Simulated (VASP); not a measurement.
Co: single point with PBEsol

Co:

```xyz
4
Lattice="2.4128 0.0000 0.0000 -1.2064 2.0895 0.0000 0.0000 0.0000 7.8175" Properties=species:S:1:pos:R:3 pbc="T T T"
Co    0.0000    0.0000    0.0000
Co    0.0000    1.3930    1.9544
Co    0.0000    0.0000    3.9088
Co    1.2064    0.6965    5.8631
```

```json
{"Program": "VASP 6.6.1", "Task": "single point", "Functional": "PBEsol", "Potentials or basis": "VASP PAW PBE potentials, release 64 (Co)", "Cutoff": "520 eV", "k mesh": "18 × 18 × 6", "Occupations": "gaussian, width 0.1 eV", "Spin": "collinear spin, ferromagnetic start", "Starting moments": "[1.79, 1.81, 1.79, 1.81] μB"}
```

| Quantity | Value |
| --- | --- |
| Pressure | 13.7 GPa |
| Net moment | 6.23 μB per cell |
| Site moments | Co +1.54, +1.56 μB |
| Valence electrons inside the program's atomic spheres | Co 8.48, 8.47 |

Stress tensor (GPa, compression positive):
```
13.78  0.00  0.00
 0.00 13.78  0.00
 0.00  0.00 13.68
```

Levels at points of the mesh, in eV from the Fermi level:
Spin up:
```
           k point  band 17  band 18  band 19  band 20  band 21  band 22  band 23  band 24  band 25  band 26
(0.00, 0.00, 0.00)    -1.80    -1.43    -1.43    -1.06    -1.06    -0.60    -0.60    -0.28     7.16    16.00
(0.50, 0.00, 0.00)    -0.46    -0.37    -0.33    -0.31     0.22     1.41     2.81     3.45     7.77     7.79
(0.00, 0.00, 0.50)    -1.59    -1.59    -1.59    -1.59    -0.80    -0.80    -0.80    -0.80    10.24    10.24
(0.50, 0.00, 0.50)    -0.52    -0.52    -0.37    -0.37     1.44     1.44     3.09     3.09     8.09     8.09
```
Spin down:
```tsv
k point	band 10	band 11	band 12	band 13	band 14	band 15	band 16	band 17	band 18	band 19
(0.00, 0.00, 0.00)	-1.35	-1.26	-1.01	-1.01	-0.95	-0.95	-0.22	-0.04	-0.04	0.37
(0.50, 0.00, 0.00)	-1.40	-0.91	-0.19	-0.16	0.54	1.27	1.29	1.33	1.34	1.44
(0.00, 0.00, 0.50)	-1.26	-1.26	-1.26	-1.13	-1.13	-1.13	-1.13	0.18	0.18	0.18
(0.50, 0.00, 0.50)	-1.07	-0.98	-0.98	-0.27	-0.27	0.87	0.87	1.29	1.29	1.42
```

Wall time 8.2 min on 1 thread of Intel(R) Xeon(R) Platinum 8259CL CPU @ 2.50GHz (Skylake/Cascade Lake) (shared host), peak memory 0.34 GiB.

Caveat: the PAW data sets were made with another functional, which shifts forces and pressure a little.
